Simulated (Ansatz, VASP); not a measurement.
## Two plane-wave programs on Y2MoH2

POSCAR

```
Y2MoH2
1.0
    1.8743350000      3.2464400000      0.0000000000
   -1.8743350000      3.2464400000      0.0000000000
    0.0000000000      0.0000000000      6.1499870000
H Y Mo
2 2 1
Direct
    0.3333000000      0.3334000000      0.6070000000
    0.6667000000      0.6666000000      0.3930000000
    0.3333000000      0.3334000000      0.2265000000
    0.6667000000      0.6666000000      0.7735000000
    0.0000000000      0.0000000000      0.0000000000
```

File INCAR.step1:

```
SYSTEM = Y2MoH2
ALGO = Normal
EDIFF = 1E-4
ENCUT = 520
GGA = PE
ISMEAR = -1
ISPIN = 2
LASPH = .True.
LCHARG = .False.
LMAXMIX = 4
LREAL = .False.
LWAVE = .True.
MAGMOM = 0.02 0.02 0.03 0.03 0.88
NBANDS = 31
NELM = 150
PREC = Accurate
SIGMA = 0.1
```

INCAR.step2

```
SYSTEM = Y2MoH2
ALGO = Normal
EDIFF = 1E-7
ENCUT = 520
ISIF = 2
ISMEAR = -1
ISPIN = 2
ISTART = 1
LASPH = .True.
LCHARG = .False.
LMAXMIX = 4
LMIXTAU = .True.
LORBIT = 11
LREAL = .False.
LWAVE = .False.
MAGMOM = 0.02 0.02 0.03 0.03 0.88
METAGGA = R2SCAN
NBANDS = 31
NELM = 150
PREC = Accurate
SIGMA = 0.1
```

Contents of KPOINTS:

```
k-points
0
Gamma
  6 6 3
  0 0 0
```

Input for Ansatz:

```yaml
crystal:
  lattice:
    - [1.874335, 3.24644, 0.0]
    - [-1.874335, 3.24644, 0.0]
    - [0.0, 0.0, 6.149987]
  atoms:
    - { symbol: H, position: [0.3333, 0.3334, 0.607] }
    - { symbol: H, position: [0.6667, 0.6666, 0.393] }
    - { symbol: "Y", position: [0.3333, 0.3334, 0.2265] }
    - { symbol: "Y", position: [0.6667, 0.6666, 0.7735] }
    - { symbol: Mo, position: [0.0, 0.0, 0.0] }
  symmetry: { tolerance: 0.0003 }
kpoints:
  mp_grid: { grid: [6, 6, 3], shift: [0, 0, 0] }
magnetization:
  spin_polarized: true
scf:
  occupations: { method: fermi_dirac }
hamiltonian:
  pseudopotentials: { kind: paw }
  xc: r2scan
basis:
  ecutwfc: 500
output:
  forces: true
  stress: true
  eigenvalues: true
```

Alike in both runs: task single point; functional r2SCAN; k mesh 6 × 6 × 3; collinear spin.

|  | VASP | Ansatz |
| --- | --- | --- |
| version | VASP 6.6.1 | Ansatz 0.2.0 |
| potentials or method | VASP PAW PBE potentials, release 64 (H, Y_sv, Mo_sv), cutoff 520 eV | PAW plane waves |
| occupations | fermi-dirac, width 0.1 eV | fermi-dirac |
| valence electrons in the cell | 38 | 38 |

VASP gave:

```
gap on the k mesh at the Fermi level (eV)                     : none
pressure (GPa)                                                : 21.2
traceless stress, the component that is largest in VASP (GPa) : 9.22
rms of the force components (eV/Å)                            : 2.033
net moment per atom (μB)                                      : 0.22
size of the moment on the site where the two differ most (μB) : 0.98
```

**Question.** Estimate Ansatz's values.

**Answer.** gap on the k mesh at the Fermi level (eV): none; pressure (GPa): 20.8; traceless stress, the component that is largest in VASP (GPa): 9.30; rms of the force components (eV/Å): 2.004; net moment per atom (μB): 0.22; size of the moment on the site where the two differ most (μB): 0.80.

VASP's potentials were made for PBE, not for r2SCAN. Site moments also hang on the region over which each program counts them. Atom by atom the forces differ by 0.030 eV/Å (rms over components). A gap of «none» marks a metal or a gap that the smearing closes. Ansatz's warnings: no starting moments, structure snapped to symmetry.
